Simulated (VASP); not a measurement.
Wanted: the native input for a VASP 6.6.1 run.

```
Task                   : single point
Functional             : PBE
Potentials or basis    : VASP PAW PBE potentials, release 64 (F)
Cutoff                 : 520 eV
k mesh                 : 9 × 9 × 4
Occupations            : fermi-dirac, width 0.05 eV
Spin                   : no spin polarisation
Dipole correction      : no
Further INCAR settings : ALGO = Normal; EDIFF = 1e-06; NBANDS = 22
```

The structure of F lies in POSCAR:

```
F
1.0
    2.7128332818     -1.6178351208      0.0000000000
    2.7128332818      1.6178351208      0.0000000000
   -1.5152525174      0.0000000000      7.0237882955
F
4
Direct
    0.4950000000      0.4950000000      0.4000000000
    0.5050000000      0.5050000000      0.6000000000
    0.9496000000      0.9496000000      0.9004000000
    0.0504000000      0.0504000000      0.0996000000
```

One way to write it, as run:

INCAR

```
SYSTEM = F
  ALGO = Normal
  EDIFF = 1E-6
  ENCUT = 520
  GGA = PE
  ISIF = 2
  ISMEAR = -1
  LASPH = .True.
  LCHARG = .False.
  LREAL = .False.
  LWAVE = .False.
  NBANDS = 22
  NELM = 100
  PREC = Accurate
  SIGMA = 0.05
```

KPOINTS

```
k-points
0
Gamma
  9 9 4
  0 0 0
```

Potentials or basis: VASP PAW PBE potentials, release 64 (F).

Launch:

```bash
$ cat potpaw_PBE.64/F/POTCAR > POTCAR
$ mpirun -np 1 vasp_std > vasp.out
```

Results of the run:

* Pressure: 0.8 GPa
* Largest force: 0.227 eV/Å
* Band gap on the k mesh: 2.44 eV, direct

Wall time 110 s on 1 thread of Oxide Virtual Turin-like Processor, with other jobs on the host, peak memory 0.19 GiB.
